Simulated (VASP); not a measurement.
# Al (P6_3/mmc) in VASP: notebook

Al is run at these levels: PBEsol+D3(BJ); tasks: single point.

Everything below comes from runs of VASP 6.6.1. Logs are shortened: lines on timing, memory, paths and dates and some standing lists are left out, and cuts for length are marked.

**1. The cell of the first run**

It takes space group P6_3/mmc (No. 194, hexagonal). Conventional cell: a = 2.605 Å, b = 2.605 Å, c = 9.854 Å, α = 90.00°, β = 90.00°, γ = 120.00°. Within 3.4 Å of Al (site symmetry -3m) lie 12 Al at 2.60 to 2.89 Å. Within 3.4 Å of Al (site symmetry -6m2) lie 12 Al at 2.60 to 2.89 Å.

**2. Single point, PBEsol+D3(BJ)**

INCAR reads:

```
ALGO = Fast ; EDIFF = 1E-6
ENCUT = 520 ; GGA = PS
ISIF = 2 ; ISMEAR = 0
IVDW = 12 ; LASPH = True
LCHARG = True ; LELF = True
LREAL = False ; LVHAR = True
LWAVE = False ; NBANDS = 14
NELM = 60 ; PREC = Accurate
SIGMA = 0.15
```

KPOINTS reads:

```
k-points
0
Gamma
  18 18 6
```

POSCAR reads:

```
Al
1.0
    2.6047000000      0.0000000000      0.0000000000
   -1.3023500000      2.2557363693      0.0000000000
    0.0000000000      0.0000000000      9.8538000000
Al
4
Direct
    0.0000000000      0.0000000000      0.0000000000
    0.3333333333      0.6666666667      0.2500000000
    0.0000000000      0.0000000000      0.5000000000
    0.6666666667      0.3333333333      0.7500000000
```

Potentials or basis: VASP PAW PBE potentials, release 64 (Al).

Launch:

```console
cat potpaw_PBE.64/Al/POTCAR > POTCAR
mpirun -np 1 vasp_std > vasp.out
```

OUTCAR:

```text
EDIFF = 1E-6
   ENCUT = 520
   GGA = PS
   ISIF = 2
   ISMEAR = 0
   IVDW = 12
   LASPH = True
   LREAL = False
   NELM = 60
   PREC = Accurate
 IVDW          = 12

 ion  position               nearest neighbor table
   1  0.000  0.000  0.000-   2 2.89   4 2.89   4 2.89   2 2.89   4 2.89   2 2.89
   2  0.333  0.667  0.250-   1 2.89   3 2.89   1 2.89   3 2.89   1 2.89   3 2.89
   3  0.000  0.000  0.500-   2 2.89   4 2.89   4 2.89   2 2.89   4 2.89   2 2.89
   4  0.667  0.333  0.750-   1 2.89   3 2.89   1 2.89   3 2.89   1 2.89   3 2.89

  LATTYP: Found a hexagonal cell.
 ALAT       =     2.6047000000
 C/A-ratio  =     3.7830844243

  Lattice vectors:

 A1 = (   2.6047000000,   0.0000000000,   0.0000000000)
 A2 = (  -1.3023500000,   2.2557363693,   0.0000000000)
 A3 = (   0.0000000000,   0.0000000000,   9.8538000000)

Analysis of symmetry for initial positions (statically):
=====================================================================
 Subroutine PRICEL returns:
 Original cell was already a primitive cell.

 Routine SETGRP: Setting up the symmetry group for a
 hexagonal supercell.

 Subroutine GETGRP returns: Found 24 space group operations
 (whereof 12 operations were pure point group operations)
 out of a pool of 24 trial point group operations.

The static configuration has the point symmetry D_3d.
 The point group associated with its full space group is D_6h.

Analysis of symmetry for dynamics (positions and initial velocities):
=====================================================================
 Subroutine PRICEL returns:
 Original cell was already a primitive cell.

 Routine SETGRP: Setting up the symmetry group for a
 hexagonal supercell.

 Subroutine GETGRP returns: Found 24 space group operations
 (whereof 12 operations were pure point group operations)
 out of a pool of 24 trial point group operations.

The dynamic configuration has the point symmetry D_3d.
 The point group associated with its full space group is D_6h.

 Subroutine INISYM returns: Found 24 space group operations
 (whereof 12 operations are pure point group operations),
 and found     1 'primitive' translations

----------------------------------------------------------------------------------------

                                     Primitive cell

  volume of cell :      57.8962

  direct lattice vectors                    reciprocal lattice vectors
     2.604700000  0.000000000  0.000000000     0.383921373  0.221657108  0.000000000
    -1.302350000  2.255736369  0.000000000     0.000000000  0.443314216  0.000000000
[... 105 lines left out ...]
   EFERMI_NEDOS =   21; number of points for ismear=-14 and -15
   IALGO  =     68    algorithm
   IMIX   =      4    mixing-type and parameters
     AMIX     =   0.40;   BMIX     =  1.00
     AMIX_MAG =   1.60;   BMIX_MAG =  1.00
  volume/ion in A,a.u.               =      14.47        97.68
  Fermi-wavevector in a.u.,A,eV,Ry     =   0.968840  1.830842 12.771117  0.938651
  Thomas-Fermi vector in A             =   2.098843
   LORBIT       =      0    0 simple, 1 ext, 2 COOP (PROOUT), +10 PAW based schemes
   GGA     = PS    functional components
   LHFCALC =     F    Hartree Fock is set to
   AEXX    =    0.0000 exact exchange contribution
   IVDW    =    12    specifies the selected vdW correction
   LEPSILON=     F    determine dielectric tensor
   LRPA    =     F    only Hartree local field effects (RPA)
 non-spin polarized calculation
 RMM-DIIS sequential band-by-band and
 Gauss-broadening in eV      SIGMA  =   0.15
  energy-cutoff  :      520.00
  volume of cell :       57.90
 maximum number of plane-waves:      1590
 NGX is ok and might be reduce to    20
   NGX =  9   NGY =  9   NGZ = 37

 number of electron      12.0000000 magnetization

 Free energy of the ion-electron system (eV)
  ---------------------------------------------------
  ext. energy  EPLUGINS =         0.00000000
  ---------------------------------------------------
  free energy    TOTEN  =       -15.72711633 eV

  energy without entropy =      -15.70732684  energy(sigma->0) =      -15.71722159

 E-fermi :   9.2907     XC(G=0): -10.7328

 val. band max:        9.2713383403   @ k =   0.4444   0.0556   0.3333
 cond. band min:       9.2938982662   @ k =   0.3333   0.1111   0.1667
 fundamental gap:      0.0225599259
 Fermi energy:         9.2906526050

 k-point     1 :       0.0000    0.0000    0.0000
  band No.  band energies     occupation
      1      -2.7005      2.00000
      2      -1.1953      2.00000
      3      -1.1875      2.00000
      4       2.9889      2.00000
      5       3.5142      2.00000
      6      10.3794      0.00000
      7      10.3824      0.00000
      8      19.2789      0.00000
      9      20.2859      0.00000
     10      23.1054      0.00000
     11      23.1055      0.00000
     12      23.3593      0.00000
     13      23.3752      0.00000
     14      23.7690      0.00000
[... 377 lines left out ...]
      1       3.1352      2.00000
      2       4.5204      2.00000
      3       4.5377      2.00000
      4       6.0857      2.00000
      5       7.5609      2.00000
      6       7.7289      2.00000
      7       9.0558      1.97320
      8       9.1515      1.81043
      9      11.4706      0.00000
     10      12.1660      0.00000
     11      14.1445      0.00000
     12      14.6561      0.00000
     13      15.3528      0.00000
     14      16.5353      0.00000

 [... further k-points ...]

------------------------ aborting loop because EDIFF is reached ----------------------------------------

 Edisp (eV)   -1.44939

 E8    (eV) :    -0.9758

  FORCE on cell =-STRESS in cart. coord.  units (eV):
  Direction    XX          YY          ZZ          XY          YZ          ZX
  --------------------------------------------------------------------------------------
  -------------------------------------------------------------------------------------
  Total       6.77808     6.77808    -0.98054    -0.00000     0.00000     0.00000
  in kB     187.57170   187.57170   -27.13476    -0.00000     0.00000     0.00000
  external pressure =      116.00 kB  Pullay stress =        0.00 kB

 VOLUME and BASIS-vectors are now :
 -----------------------------------------------------------------------------
  energy-cutoff  :      520.00
  volume of cell :       57.90
      direct lattice vectors                 reciprocal lattice vectors
     2.604700000  0.000000000  0.000000000     0.383921373  0.221657108  0.000000000
    -1.302350000  2.255736369  0.000000000     0.000000000  0.443314216  0.000000000
     0.000000000  0.000000000  9.853800000     0.000000000  0.000000000  0.101483692

 POSITION                                       TOTAL-FORCE (eV/Angst)
 -----------------------------------------------------------------------------------
      0.00000      0.00000      0.00000         0.000000      0.000000      0.000000
     -0.00000      1.50382      2.46345        -0.000000      0.000000      0.000000
      0.00000      0.00000      4.92690         0.000000      0.000000      0.000000
      1.30235      0.75191      7.39035         0.000000     -0.000000     -0.000000
 -----------------------------------------------------------------------------------
    total drift:                               -0.000000      0.000000     -0.000000

  FREE ENERGIE OF THE ION-ELECTRON SYSTEM (eV)
  ---------------------------------------------------
  free  energy   TOTEN  =       -17.1765030810 eV

  energy  without entropy=      -17.1567135876  energy(sigma->0) =      -17.16660833
```

OSZICAR:

```text
N       E                     dE             d eps       ncg     rms          rms(c)
DAV:   1     0.673422356477E+01    0.67342E+01   -0.42553E+03  4144   0.668E+02
DAV:   2    -0.151403713088E+02   -0.21875E+02   -0.20297E+02  5386   0.943E+01
DAV:   3    -0.158636325433E+02   -0.72326E+00   -0.71242E+00  5632   0.137E+01
DAV:   4    -0.158687689321E+02   -0.51364E-02   -0.51355E-02  4878   0.139E+00
DAV:   5    -0.158688224866E+02   -0.53555E-04   -0.53555E-04  5736   0.150E-01    0.346E+00
RMM:   6    -0.157822687773E+02    0.86554E-01   -0.71478E-03  4162   0.408E-01    0.199E+00
RMM:   7    -0.157276661718E+02    0.54603E-01   -0.17161E-02  4351   0.639E-01    0.218E-01
RMM:   8    -0.157271160158E+02    0.55016E-03   -0.15071E-03  4573   0.249E-01    0.443E-02
RMM:   9    -0.157271177386E+02   -0.17228E-05   -0.29120E-04  4849   0.118E-01    0.482E-02
RMM:  10    -0.157271220073E+02   -0.42687E-05   -0.54942E-05  4967   0.490E-02    0.467E-02
RMM:  11    -0.157271164026E+02    0.56047E-05   -0.24430E-05  4777   0.302E-02    0.316E-02
RMM:  12    -0.157271163335E+02    0.69102E-07   -0.45370E-06  4783   0.135E-02
   1 F= -.17176503E+02 E0= -.17166608E+02  d E =-.197895E-01
```

Run time: 3.1 min. Hardware: 1 thread of AMD EPYC 7R13, shared host; peak memory 0.21 GiB.

Results:

```
Free energy                : -17.1765 eV
Pressure                   : 11.6 GPa
Band gap on the k mesh     : zero (band 6 reaches 12.10 eV, above the bottom of band 7 at 8.08 eV)
Dispersion energy per atom : -0.362 eV
```

Stress tensor (GPa, compression positive):
```
18.76  0.00  0.00
 0.00 18.76  0.00
 0.00  0.00 -2.71
```

Caveat: the PAW data sets were made with another functional, which shifts forces and pressure a little; pairwise dispersion overbinds metals, which lowers pressure and volume.

[end of part 1 of 3]
